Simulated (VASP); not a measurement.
Input of a VASP 6.6.1 run:

Contents of INCAR:

```
PREC = Accurate
ENCUT = 520
EDIFF = 1E-6
ISMEAR = 0
SIGMA = 0.05
LREAL = False
LASPH = True
NELM = 100
ALGO = Normal
ISIF = 2
LWAVE = False
LCHARG = False
NBANDS = 9
```

KPOINTS

```
regular mesh
0
Gamma
  10 10 10
```

POSCAR

```
LiH
1.0
    0.0000000000      1.8699000000      2.0325000000
    1.8699000000      0.0000000000      2.0325000000
    1.8699000000      1.8699000000      0.0000000000
Li H
1 1
Direct
    0.0000000000      0.0000000000      0.0000000000
    0.5000000000      0.5000000000      0.5000000000
```

Potentials or basis: VASP PAW LDA potentials, release 64 (Li_sv, H).

Launch:

```console
$ cat potpaw_LDA.64/Li_sv/POTCAR potpaw_LDA.64/H/POTCAR > POTCAR
$ mpirun -np 1 vasp_std > vasp.out
```

Q: Estimate the band gap on the k mesh.

A: 1.49 eV, indirect (least direct gap 2.19 eV).

Caveat: the cell differs from its parent crystal (strain -0.080 along x and y, +0.000 along z). A k mesh can miss the band edges.
